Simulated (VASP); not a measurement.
Wanted: the native input for a VASP 6.6.1 run.

```
Task                   : single point
Functional             : PBE
Potentials or basis    : VASP PAW PBE potentials, release 64 (Bi_d, Te)
Cutoff                 : 520 eV
k mesh                 : 7 × 7 × 7
Occupations            : gaussian, width 0.023 eV
Spin                   : no spin polarisation
Dipole correction      : no
Further INCAR settings : ALGO = Normal; EDIFF = 1e-07; NBANDS = 18
```

The structure of BiTe lies in POSCAR:

```
BiTe
1.0
    2.4227077728      1.3987509848      3.3172919545
   -2.4227077728      1.3987509848      3.3172919545
    0.0000000000     -2.7975019696      3.3172919545
Bi Te
1 1
Direct
    0.5000000000      0.5000000000      0.5000000000
    0.0000000000      0.0000000000      0.0000000000
```

One way to write it, as run:

INCAR

```
SYSTEM = BiTe
ALGO = Normal
EDIFF = 1E-7
ENCUT = 520
GGA = PE
ISIF = 2
ISMEAR = 0
LASPH = .TRUE.
LCHARG = .TRUE.
LELF = .TRUE.
LREAL = .FALSE.
LVHAR = .TRUE.
LWAVE = .FALSE.
NBANDS = 18
NELM = 60
PREC = Accurate
SIGMA = 0.023
```

KPOINTS

```
k-points
0
G
  7 7 7
  0 0 0
```

Potentials or basis: VASP PAW PBE potentials, release 64 (Bi_d, Te).

Launch:

```console
$ cat potpaw_PBE.64/Bi_d/POTCAR potpaw_PBE.64/Te/POTCAR > POTCAR
$ mpirun -np 1 vasp_std > vasp.out
```

It gave:

The pressure is 0.1 GPa.

Run time: 14 s on 1 thread of Intel(R) Xeon(R) 6975P-C (Granite Rapids), with other jobs on the host, peak memory 0.21 GiB.
